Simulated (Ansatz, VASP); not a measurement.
# SrO: VASP beside Ansatz

INCAR

```
PREC = Accurate ; ENCUT = 520
EDIFF = 1E-6 ; ISMEAR = -1
SIGMA = 0.02 ; LREAL = F
LASPH = T ; NELM = 80
ALGO = Normal ; ISIF = 2
LWAVE = F ; LCHARG = F
GGA = PE ; NBANDS = 24
```

The input KPOINTS:

```
Automatic mesh
0
Gamma
  12 12 6
```

POSCAR

```
SrO
1.0
    4.3562736472      0.0000000000      0.0000000000
   -2.1781368236      3.7726436443      0.0000000000
    0.0000000000      0.0000000000      5.2483901368
Sr O
2 2
Direct
    0.3333333333      0.6666666667      0.9375000000
    0.6666666667      0.3333333333      0.4375000000
    0.3333333333      0.6666666667      0.4375000000
    0.6666666667      0.3333333333      0.9375000000
```

Input for Ansatz:

```yaml
crystal:
  lattice:
    - [4.3562736472, 0.0, 0.0]
    - [-2.1781368236, 3.7726436443, 0.0]
    - [0.0, 0.0, 5.2483901368]
  atoms:
    - { symbol: Sr, position: [0.3333333333, 0.6666666667, 0.9375] }
    - { symbol: Sr, position: [0.6666666667, 0.3333333333, 0.4375] }
    - { symbol: O, position: [0.3333333333, 0.6666666667, 0.4375] }
    - { symbol: O, position: [0.6666666667, 0.3333333333, 0.9375] }
kpoints:
  mp_grid: { grid: [12, 12, 6] }
  band_path:
    path:
      - [0.0, 0.0, 0.0]
      - [0.5, 0.0, 0.0]
      - [0.3333333333, 0.3333333333, 0.0]
      - [0.0, 0.0, 0.5]
      - [0.5, 0.0, 0.5]
      - [0.3333333333, 0.3333333333, 0.5]
    npoints: 1
hamiltonian:
  xc: pbe
scf:
  occupations: { method: fermi_dirac, width: 0.02 }
  n_extra_bands: 5
output:
  forces: true
  stress: true
  eigenvalues: true
```

Change from the starting cell: hydrostatic strain +2.0%.

Alike in both runs: task single point; functional PBE; k mesh 12 × 12 × 6; occupations fermi-dirac, width 0.02 eV; no spin polarisation.

```csv
,VASP,Ansatz
version,VASP 6.6.1,Ansatz 0.2.0
potentials or method,"VASP PAW PBE potentials, release 64 (Sr_sv, O)","plane waves, PAW"
plane-wave cutoff (eV),520,420
valence electrons in the cell,32,32
```

Ansatz gave:

| Item | Value |
| --- | --- |
| gap on the k mesh at the Fermi level (eV) | 2.47 |
| pressure (GPa) | -2.7 |

Question: Estimate VASP's values.

Answer: gap on the k mesh at the Fermi level (eV): 2.45; pressure (GPa): -2.3.
